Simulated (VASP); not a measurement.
# Os (P6_3/mmc) in VASP: notebook

The runs below take Os through single point, with LDA.

Program: VASP 6.6.1. These are calculated values, not measurements. Logs are shortened: lines on timing, memory, paths and dates and some standing lists are left out, and cuts for length are marked.

## 1. The cell of the first run

The structure is hexagonal, space group P6_3/mmc (No. 194). Conventional cell: a = 2.625 Å, b = 2.625 Å, c = 4.320 Å, α = 90.00°, β = 90.00°, γ = 120.00°. Os (site symmetry -6m2) has 12 Os at 2.62 to 2.64 Å within 3.5 Å.

## 2. Single point, LDA (strain -0.040 along x and y, +0.000 along z)

Contents of INCAR:

```
PREC = Accurate
ENCUT = 520
EDIFF = 1E-6
ISMEAR = 0
SIGMA = 0.15
LREAL = F
LASPH = T
NELM = 100
ALGO = Normal
ISIF = 2
LWAVE = F
LCHARG = F
GGA = CA
NBANDS = 15
```

Contents of KPOINTS:

```
Automatic mesh
0
Gamma
  21 21 12
```

Contents of POSCAR:

```
Os
1.0
    2.6247359765      0.0000000000      0.0000000000
   -1.3123679883      2.2730880339      0.0000000000
    0.0000000000      0.0000000000      4.3197000000
Os
2
Direct
    0.3333333333      0.6666666667      0.2500000000
    0.6666666667      0.3333333333      0.7500000000
```

Potentials or basis: VASP PAW LDA potentials, release 64 (Os).

Launch:

```
cat potpaw_LDA.64/Os/POTCAR > POTCAR
mpirun -np 1 vasp_std > vasp.out
```

OUTCAR:

```text
PREC = Accurate
   ENCUT = 520
   EDIFF = 1E-6
   ISMEAR = 0
   LREAL = F
   LASPH = T
   NELM = 100
   ISIF = 2
   GGA = CA

 ion  position               nearest neighbor table
   1  0.333  0.667  0.250-   2 2.64   2 2.64   2 2.64   2 2.64   2 2.64   2 2.64
   2  0.667  0.333  0.750-   1 2.64   1 2.64   1 2.64   1 2.64   1 2.64   1 2.64

  LATTYP: Found a hexagonal cell.
 ALAT       =     2.6247359765
 C/A-ratio  =     1.6457655317

  Lattice vectors:

 A1 = (   2.6247359765,   0.0000000000,   0.0000000000)
 A2 = (  -1.3123679883,   2.2730880339,   0.0000000000)
 A3 = (   0.0000000000,   0.0000000000,   4.3197000000)

Analysis of symmetry for initial positions (statically):
=====================================================================
 Subroutine PRICEL returns:
 Original cell was already a primitive cell.

 Routine SETGRP: Setting up the symmetry group for a
 hexagonal supercell.

 Subroutine GETGRP returns: Found 24 space group operations
 (whereof 12 operations were pure point group operations)
 out of a pool of 24 trial point group operations.

The static configuration has the point symmetry D_3d.
 The point group associated with its full space group is D_6h.

Analysis of symmetry for dynamics (positions and initial velocities):
=====================================================================
 Subroutine PRICEL returns:
 Original cell was already a primitive cell.

 Routine SETGRP: Setting up the symmetry group for a
 hexagonal supercell.

 Subroutine GETGRP returns: Found 24 space group operations
 (whereof 12 operations were pure point group operations)
 out of a pool of 24 trial point group operations.

The dynamic configuration has the point symmetry D_3d.
 The point group associated with its full space group is D_6h.

 Subroutine INISYM returns: Found 24 space group operations
 (whereof 12 operations are pure point group operations),
 and found     1 'primitive' translations

----------------------------------------------------------------------------------------

                                     Primitive cell

  volume of cell :      25.7724

  direct lattice vectors                    reciprocal lattice vectors
     2.624735976  0.000000000  0.000000000     0.380990701  0.219965084  0.000000000
    -1.312367988  2.273088034  0.000000000     0.000000000  0.439930168  0.000000000
     0.000000000  0.000000000  4.319700000     0.000000000  0.000000000  0.231497558

  length of vectors
     2.624735976  2.624735977  4.319700000     0.439930168  0.439930168  0.231497558

  position of ions in fractional coordinates (direct lattice)
     0.333333333  0.666666667  0.250000000
     0.666666667  0.333333333  0.750000000

  ion indices of the primitive-cell ions
   primitive index   ion index
                 1           1
                 2           2

----------------------------------------------------------------------------------------

 KPOINTS: Automatic mesh

Automatic generation of k-mesh.
 Grid dimensions read from file:
 generate k-points for:   21   21   12

 Generating k-lattice:

  Cartesian coordinates                     Fractional coordinates (reciprocal lattice)
     0.018142414  0.010474528  0.000000000     0.047619048  0.000000000  0.000000000
     0.000000000  0.020949056  0.000000000     0.000000000  0.047619048  0.000000000
     0.000000000  0.000000000  0.019291463     0.000000000  0.000000000  0.083333333

  Length of vectors
     0.020949056  0.020949056  0.019291463

  Shift w.r.t. Gamma in fractional coordinates (k-lattice)
     0.000000000  0.000000000  0.000000000

 Subroutine IBZKPT returns following result:
 ===========================================

 Found    336 irreducible k-points:

 Following reciprocal coordinates:
            Coordinates               Weight
  0.000000  0.000000  0.000000      1.000000
  0.047619 -0.000000  0.000000      6.000000
  0.095238  0.000000  0.000000      6.000000
  0.142857  0.000000  0.000000      6.000000
  0.190476  0.000000  0.000000      6.000000
  0.238095  0.000000  0.000000      6.000000
[... 16 lines left out ...]
  0.142857  0.095238  0.000000     12.000000
  0.190476  0.095238  0.000000     12.000000
 [... further k-points ...]
   k-points           NKPTS =    336   k-points in BZ     NKDIM =    336   number of bands    NBANDS=     15
   number of dos      NEDOS =    301   number of ions     NIONS =      2
   total plane-waves  NPLWV =  12800
   dimension x,y,z NGX =    20 NGY =   20 NGZ =   32
   dimension x,y,z NGXF=    40 NGYF=   40 NGZF=   64
   ions per type =               2
   NGX,Y,Z   is equivalent  to a cutoff of  12.67, 12.67, 12.32 a.u.
   NGXF,Y,Z  is equivalent  to a cutoff of  25.34, 25.34, 24.63 a.u.
 SYSTEM =  unknown system
   PREC   = accura    normal or accurate (medium, high low for compatibility)
   ISTART =      0    job   : 0-new  1-cont  2-samecut
   ICHARG =      2    charge: 1-file 2-atom 10-const
   ISPIN  =      1    spin polarized calculation?
   LNONCOLLINEAR =      F non collinear calculations
   LSORBIT =      F    spin-orbit coupling
   LASPH  =      T    aspherical Exc in radial PAW
   ENCUT  =  520.0 eV  38.22 Ry    6.18 a.u.   4.88  4.88  8.03*2*pi/ulx,y,z
   NELM   =    100;   NELMIN=  2; NELMDL= -5     # of ELM steps
   EDIFF  = 0.1E-05   stopping-criterion for ELM
   LREAL  =      F    real-space projection
   EDIFFG = 0.1E-04   stopping-criterion for IOM
   NSW    =      0    number of steps for IOM
   IBRION =     -1    ionic relax: 0-MD 1-quasi-New 2-CG
   NFREE  =      0    steps in history (QN), initial steepest desc. (CG)
   ISIF   =      2    stress and relaxation
   ISYM   =      2    0-nonsym 1-usesym 2-fastsym
   POTIM  = 0.5000    time-step for ionic-motion
   TEBEG  =    0.0;   TEEND  =   0.0 temperature during run
   PSTRESS=    0.0 pullay stress
   NELECT =      16.0000    total number of electrons
   NUPDOWN=      -1.0000    fix difference up-down
   EMIN   =  10.00;   EMAX   =-10.00  energy-range for DOS
   EFERMI =   0.00;   METHOD = LEGACY
   ISMEAR =     0;   SIGMA  =   0.15  broadening in eV -4-tet -1-fermi 0-gaus
   EFERMI_NEDOS =   21; number of points for ismear=-14 and -15
   IALGO  =     38    algorithm
   IMIX   =      4    mixing-type and parameters
     AMIX     =   0.40;   BMIX     =  1.00
     AMIX_MAG =   1.60;   BMIX_MAG =  1.00
  volume/ion in A,a.u.               =      12.89        86.96
  Fermi-wavevector in a.u.,A,eV,Ry     =   1.396571  2.639136 26.536945  1.950410
  Thomas-Fermi vector in A             =   2.519912
   LORBIT       =      0    0 simple, 1 ext, 2 COOP (PROOUT), +10 PAW based schemes
   GGA     = CA    functional components
   LHFCALC =     F    Hartree Fock is set to
   AEXX    =    0.0000 exact exchange contribution
   IVDW    =     0    specifies the selected vdW correction
   LEPSILON=     F    determine dielectric tensor
   LRPA    =     F    only Hartree local field effects (RPA)
 non-spin polarized calculation
 Gauss-broadening in eV      SIGMA  =   0.15
  energy-cutoff  :      520.00
  volume of cell :       25.77
 maximum number of plane-waves:       712
 NGX is ok and might be reduce to    20
   NGX =  9   NGY =  9   NGZ = 17

 number of electron      15.9999999 magnetization

 Free energy of the ion-electron system (eV)
  ---------------------------------------------------
  ext. energy  EPLUGINS =         0.00000000
  ---------------------------------------------------
  free energy    TOTEN  =       -25.08125364 eV

  energy without entropy =      -25.06812726  energy(sigma->0) =      -25.07469045

 E-fermi :  10.7307     XC(G=0): -14.6467

 val. band max:       10.7295952305   @ k =   0.1905   0.0952   0.1667
 cond. band min:      10.7326862122   @ k =   0.0000   0.0000   0.3333
 fundamental gap:      0.0030909817
 Fermi energy:        10.7307466611

 k-point     1 :       0.0000    0.0000    0.0000
  band No.  band energies     occupation
      1      -0.9096      2.00000
      2       2.0877      2.00000
      3       7.0111      2.00000
      4       7.2992      2.00000
      5       7.2992      2.00000
      6       8.1328      2.00000
      7       8.1328      2.00000
      8       9.3659      2.00000
      9       9.3659      2.00000
     10      10.4020      1.99806
     11      12.6383      0.00000
     12      12.6383      0.00000
     13      20.2793      0.00000
     14      24.9877      0.00000
     15      27.0067      0.00000

 k-point     2 :       0.0476   -0.0000    0.0000
  band No.  band energies     occupation
      1      -0.8042      2.00000
      2       2.1870      2.00000
      3       6.8454      2.00000
      4       7.3946      2.00000
      5       7.4343      2.00000
      6       8.0603      2.00000
      7       8.2236      2.00000
      8       9.2114      2.00000
      9       9.2865      2.00000
     10       9.9477      2.00000
     11      12.6886      0.00000
     12      13.2456      0.00000
     13      20.2707      0.00000
     14      25.2197      0.00000
     15      27.1641      0.00000

 k-point     3 :       0.0952    0.0000    0.0000
  band No.  band energies     occupation
      1      -0.4955      2.00000
      2       2.4704      2.00000
      3       6.5309      2.00000
      4       7.6475      2.00000
      5       7.6782      2.00000
      6       7.9036      2.00000
      7       8.4932      2.00000
      8       8.5448      2.00000
      9       9.0712      2.00000
     10       9.4477      2.00000
     11      12.8188      0.00000
     12      14.4165      0.00000
     13      20.2295      0.00000
     14      25.8776      0.00000
     15      27.5992      0.00000
[... 343 lines left out ...]
 k-point    23 :       0.1429    0.0952    0.0000
  band No.  band energies     occupation
      1       0.8904      2.00000
      2       3.5792      2.00000
      3       5.6172      2.00000
      4       6.4189      2.00000
      5       7.2258      2.00000
      6       7.8299      2.00000
      7       8.4741      2.00000
      8       9.1280      2.00000
      9       9.1664      2.00000
     10      10.0029      2.00000
     11      13.0673      0.00000
     12      17.6414      0.00000
     13      19.8941      0.00000
     14      27.6735      0.00000
     15      28.5143      0.00000

 k-point    24 :       0.1905    0.0952    0.0000
  band No.  band energies     occupation
      1       1.5814      2.00000
      2       3.8609      2.00000
      3       5.5032      2.00000
      4       5.6401      2.00000
      5       7.0791      2.00000
      6       7.5077      2.00000
      7       8.8484      2.00000
      8       8.9836      2.00000
      9       9.9905      2.00000
     10      10.8478      0.26996
     11      13.1505      0.00000
     12      18.9242      0.00000
     13      19.7084      0.00000
     14      26.6261      0.00000
     15      27.6256      0.00000

 [... further k-points ...]

------------------------ aborting loop because EDIFF is reached ----------------------------------------

  FORCE on cell =-STRESS in cart. coord.  units (eV):
  Direction    XX          YY          ZZ          XY          YZ          ZX
  --------------------------------------------------------------------------------------
  -------------------------------------------------------------------------------------
  Total        7.0474566      7.0474566      2.1502725     -0.0000000     -0.0000000      0.0000000
  in kB      438.1143975    438.1143976    133.6745122     -0.0000000     -0.0000000      0.0000000
  external PRESSURE =     336.6344358 kB  Pullay stress =       0.0000000 kB

 VOLUME and BASIS-vectors are now :
 -----------------------------------------------------------------------------
  energy-cutoff  :      520.00
  volume of cell :       25.77
      direct lattice vectors                 reciprocal lattice vectors
     2.624735976  0.000000000  0.000000000     0.380990701  0.219965084  0.000000000
    -1.312367988  2.273088034  0.000000000     0.000000000  0.439930168  0.000000000
     0.000000000  0.000000000  4.319700000     0.000000000  0.000000000  0.231497558

 POSITION                                       TOTAL-FORCE (eV/Angst)
 -----------------------------------------------------------------------------------
     -0.00000      1.51539      1.07993        -0.000000      0.000000      0.000000
      1.31237      0.75770      3.23977         0.000000     -0.000000      0.000000
 -----------------------------------------------------------------------------------
    total drift:                                0.000000     -0.000000     -0.000000

  FREE ENERGIE OF THE ION-ELECTRON SYSTEM (eV)
  ---------------------------------------------------
  free  energy   TOTEN  =       -25.0812536387 eV

  energy  without entropy=      -25.0681272581  energy(sigma->0) =      -25.07469045
```

It took 57 s on 1 thread of Intel Xeon Platinum 8488C (Sapphire Rapids), shared host; peak memory 0.22 GiB.

What came out:

```yaml
Free_energy: -25.0813 eV
Pressure: 33.7 GPa
Band_gap_on_the_k_mesh: zero (bands 8 and 9 overlap by 4.61 eV)
```

Stress tensor (GPa, compression positive):
```
43.81  0.00  0.00
 0.00 43.81  0.00
 0.00  0.00 13.37
```

Caveat: the cell differs from its parent crystal (strain -0.040 along x and y, +0.000 along z); the cell stands under pressure; spin-orbit coupling is left out, which moves the levels of the heavy elements.

## 3. Single point, LDA (strain +0.000 along x and y, -0.040 along z)

Contents of INCAR:

```
SYSTEM = Os
PREC = Accurate
ENCUT = 520
EDIFF = 1E-6
ISMEAR = 0
SIGMA = 0.15
LREAL = .False.
LASPH = .True.
NELM = 60
ALGO = Normal
ISIF = 2
LWAVE = .False.
LCHARG = .True.
GGA = CA
LELF = .True.
LVHAR = .True.
NBANDS = 15
```

Contents of KPOINTS:

```
Automatic mesh
0
Gamma
  21 21 12
  0 0 0
```

Contents of POSCAR:

```
Os
1.0
    2.7340999755      0.0000000000      0.0000000000
   -1.3670499878      2.3678000353      0.0000000000
    0.0000000000      0.0000000000      4.1469120000
Os
2
Direct
    0.3333333333      0.6666666667      0.2500000000
    0.6666666667      0.3333333333      0.7500000000
```

Potentials or basis: VASP PAW LDA potentials, release 64 (Os).

Launch:

```
cat potpaw_LDA.64/Os/POTCAR > POTCAR
mpirun -np 1 vasp_std > vasp.out
```

Run time: 59 s. Hardware: 1 thread of Intel Xeon Platinum 8488C (Sapphire Rapids), shared host; peak memory 0.22 GiB.

The run converged. Its results:

```
Free energy            : -25.2300 eV
Pressure               : 12.6 GPa
Band gap on the k mesh : zero (bands 8 and 9 overlap by 4.10 eV)
```

Stress tensor (GPa, compression positive):
```
 3.81  0.00  0.00
 0.00  3.81  0.00
 0.00  0.00 30.21
```

Levels at points of the mesh, in eV from the Fermi level:
| k point | band 5 | band 6 | band 7 | band 8 | band 9 | band 10 | band 11 | band 12 |
| --- | --- | --- | --- | --- | --- | --- | --- | --- |
| (0.00, 0.00, 0.00) | -2.53 | -2.34 | -2.34 | -2.09 | -2.09 | 0.64 | 1.74 | 1.74 |
| (0.00, 0.00, 0.50) | -3.70 | -3.70 | -3.54 | -3.54 | 0.99 | 0.99 | 0.99 | 0.99 |

Caveat: the cell differs from its parent crystal (strain +0.000 along x and y, -0.040 along z); the cell stands under pressure; spin-orbit coupling is left out, which moves the levels of the heavy elements.

## 4. Single point, LDA (strain -0.040 along x and y, +0.080 along z)

Contents of INCAR:

```
PREC = Accurate
ENCUT = 520
EDIFF = 1E-6
ISMEAR = 0
SIGMA = 0.15
LREAL = False
LASPH = True
NELM = 60
ALGO = Normal
ISIF = 2
LWAVE = False
LCHARG = False
GGA = CA
NBANDS = 15
```

Contents of KPOINTS:

```
regular mesh
0
Gamma
  21 21 12
```

Contents of POSCAR:

```
Os
1.0
    2.6247359765      0.0000000000      0.0000000000
   -1.3123679883      2.2730880339      0.0000000000
    0.0000000000      0.0000000000      4.6652760000
Os
2
Direct
    0.3333333333      0.6666666667      0.2500000000
    0.6666666667      0.3333333333      0.7500000000
```

Launch:

```
cat potpaw_LDA.64/Os/POTCAR > POTCAR
mpirun -np 1 vasp_std > vasp.out
```

Run time: 65 s. Hardware: 1 thread of Intel Xeon Platinum 8488C (Sapphire Rapids), shared host; peak memory 0.23 GiB.

Results (log left out):

```yaml
Free_energy: -24.8148 eV
Pressure: -0.5 GPa
Band_gap_on_the_k_mesh: zero (bands 8 and 9 overlap by 3.43 eV)
```

Stress tensor (GPa, compression positive):
```
 23.11   0.00   0.00
  0.00  23.11   0.00
  0.00   0.00 -47.77
```

Levels at points of the mesh, in eV from the Fermi level:
```csv
k point,band 4,band 5,band 6,band 7,band 8,band 9,band 10,band 11,band 12,band 13
"(0.00, 0.00, 0.00)",-3.00,-3.00,-2.46,-2.46,-1.12,-0.51,-0.51,1.76,1.76,7.49
"(0.00, 0.00, 0.50)",-4.26,-2.96,-2.96,-2.96,-2.96,0.95,0.95,0.95,0.95,13.38
```

Caveat: the cell differs from its parent crystal (strain -0.040 along x and y, +0.080 along z); spin-orbit coupling is left out, which moves the levels of the heavy elements.

## 5. The runs side by side

| cell | gap on the mesh (eV) | pressure (GPa) |
| --- | --- | --- |
| a = 2.625, b = 2.625, c = 4.320 Å, angles 90.0, 90.0, 120.0°, 2 atoms | none | 33.7 |
| a = 2.734, b = 2.734, c = 4.147 Å, angles 90.0, 90.0, 120.0°, 2 atoms | none | 12.6 |
| a = 2.625, b = 2.625, c = 4.665 Å, angles 90.0, 90.0, 120.0°, 2 atoms | none | -0.5 |

Alike in all rows: task single point; level LDA; potentials or basis VASP PAW LDA potentials, release 64 (Os); no spin polarisation; k mesh 21 × 21 × 12; cutoff (eV) 520; smearing gaussian 0.15 eV.

Caveats: spin-orbit coupling is left out, which moves the levels of the heavy elements; the cell stands under pressure (at least some runs).

Total energies depend on the potentials used, so only differences within one code and one set of settings carry meaning.
